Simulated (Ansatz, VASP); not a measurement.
# Ba in VASP and in Ansatz

```
Ba
1.0
     3.63689    0.00000    0.00000
     0.00000    3.63689    0.00000
     0.00000    0.00000    3.63689
Ba
1
Direct
  0.00000 0.00000 0.00000
```

Change from the starting cell: volume scaled by 0.8.

Alike in both runs: task single point; functional LDA; k mesh 7 × 7 × 7; occupations gaussian, width 0.02 eV; no spin polarisation.

```csv
,VASP,Ansatz
version,VASP 6.6.1,Ansatz 0.2.0
potentials or method,"VASP PAW LDA potentials, release 64 (Ba_sv), cutoff 520 eV","all-electron LAPW, scalar-relativistic"
```

Ansatz gave:

| Property | Result |
| --- | --- |
| gap on the k mesh at the Fermi level (eV) | none |
| pressure (GPa) | 0.0 |

Q: Estimate VASP's values.

A: gap on the k mesh at the Fermi level (eV): none; pressure (GPa): 0.3.

LDA's correlation is that of Perdew and Zunger in VASP and of Perdew and Wang (1992) in Ansatz. A gap of «none» marks a metal or a gap that the smearing closes. Ansatz ran all-electron here, and VASP with PAW potentials.

Spin-orbit coupling is off throughout.
